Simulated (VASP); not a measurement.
Here is a VASP 6.6.1 calculation.

POSCAR

```
H15C3N2
1.0
    8.2504130000      0.0000000000      0.0000000000
    0.0000000000      8.2504130000      0.0000000000
    0.0000000000      0.0000000000      8.2504130000
C H N
6 30 4
Direct
    0.0653116000      0.1216004000      0.7349814000
    0.2299787000      0.1438138000      0.8157947000
    0.5894434000      0.3273071000      0.3831884000
    0.4805163000      0.1802572000      0.4086967000
    0.5047200000      0.4650261000      1.0448380000
    0.4489588000      0.5628144000      0.8983198000
    0.0101384000      0.2384382000      0.7058196000
    0.0761852000      0.0529384000      0.6222300000
   -0.0183985000      0.0561561000      0.8140714000
    0.2851519000      0.0269760000      0.8449565000
    0.3136888000      0.2092581000      0.7367046000
    0.2191051000      0.2124757000      0.9285461000
    0.5222853000      0.4278210000      0.3290376000
    0.6400564000      0.3698835000      0.4979541000
    0.6906670000      0.2985313000      0.3027439000
    0.5476745000      0.0797434000      0.4628476000
    0.3792928000      0.2090330000      0.4891412000
    0.4299033000      0.1376808000      0.2939311000
    0.6209348000      0.5092405000      1.0904970000
    0.4169951000      0.4727856000      1.1437810000
    0.5195779000      0.3370328000      1.0141371000
    0.3327439000      0.5186000000      0.8526608000
    0.4341009000      0.6908077000      0.9290207000
    0.5366836000      0.5550549000      0.7993768000
    0.9680698000      0.5327027000      0.5185463000
    1.0554808000      0.3723229000      0.4439945000
    0.8607464000      0.3968125000      0.4240165000
    0.4638697000      0.9017649000      0.2180259000
    0.3247824000      0.8018706000      0.3159861000
    0.5104222000      0.7351720000      0.3128944000
    0.0352043000      0.2832610000      0.1267353000
    0.0870640000      0.1043953000      0.0616355000
   -0.1013442000      0.1620919000      0.0519495000
    0.8053561000      0.8379421000      0.8820453000
    0.9461025000      0.7193371000      0.8110267000
    0.7978702000      0.6439550000      0.9171639000
    0.9544092000      0.4112363000      0.5028055000
    0.4234703000      0.7881440000      0.2434551000
   -0.0006890000      0.1654218000      0.1229840000
    0.8748287000      0.7399041000      0.9094417000
```

Contents of INCAR.step1:

```
  ALGO = Normal
  EDIFF = 1E-4
  ENCUT = 520
  GGA = PE
  ISMEAR = -1
  LASPH = True
  LCHARG = False
  LREAL = Auto
  LWAVE = True
  NELM = 60
  PREC = Accurate
  SIGMA = 0.02
```

The input INCAR.step2:

```
  ALGO = Normal
  EDIFF = 1E-6
  EDIFFG = -0.3
  ENCUT = 520
  IBRION = 2
  ISIF = 2
  ISMEAR = -1
  ISTART = 1
  LASPH = True
  LCHARG = False
  LMIXTAU = True
  LREAL = Auto
  LWAVE = False
  METAGGA = R2SCAN
  NELM = 60
  NSW = 35
  PREC = Accurate
  SIGMA = 0.02
```

The input KPOINTS:

```
k-points
0
Gamma
  1 1 1
```

Potentials or basis: VASP PAW PBE potentials, release 64 (C, H, N).

Launch:

```sh
$ cat potpaw_PBE.64/C/POTCAR potpaw_PBE.64/H/POTCAR potpaw_PBE.64/N/POTCAR > POTCAR
$ cp INCAR.step1 INCAR
$ mpirun -np 1 vasp_gam > vasp.out
$ cp INCAR.step2 INCAR
$ mpirun -np 1 vasp_gam > vasp.out
```

**Question.** Predict the energy gained by relaxing.

**Answer.** 10.6 meV/atom.

**Question.** Predict the band gap on the k mesh.

**Answer.** 4.99 eV.

Step by step:
| step | energy change (eV) | largest force (eV/Å) | pressure (GPa) |
| --- | --- | --- | --- |
| 1 | 0.0000 | 0.4686 | 0.29 |
| 2 | -0.0220 | 0.8844 | 0.75 |
| 3 | -0.0269 | 0.5422 | 0.61 |
| 4 | -0.0544 | 0.3202 | 0.71 |
| 5 | -0.0720 | 0.6482 | 0.88 |
| 6 | -0.0923 | 0.3100 | 0.75 |
| 7 | -0.0985 | 0.5696 | 0.63 |
| 8 | -0.1209 | 0.3492 | 0.46 |
| 9 | -0.1392 | 0.6288 | 0.12 |
| 10 | -0.1561 | 0.5289 | 0.08 |
| 11 | -0.1924 | 0.4267 | -0.03 |
| 12 | -0.2011 | 0.6973 | -0.26 |
| 13 | -0.2077 | 0.5008 | -0.17 |
| 14 | -0.2399 | 0.3698 | -0.11 |
| 15 | -0.2750 | 0.7473 | 0.03 |
| 16 | -0.3066 | 0.4548 | 0.08 |
| 17 | -0.3301 | 0.5362 | 0.18 |
| 18 | -0.3501 | 0.3314 | 0.26 |
| 19 | -0.3571 | 0.6804 | 0.34 |
| 20 | -0.3776 | 0.4334 | 0.36 |
| 21 | -0.4003 | 0.4847 | 0.42 |
| 22 | -0.4247 | 0.2986 | 0.23 |

Caveat: the k points lie up to 0.76 Å⁻¹ apart; the PAW data sets were made with another functional, which shifts forces and pressure a little; the relaxation stopped at a loose force limit of 0.3 eV/Å, so its end isn't a converged minimum.
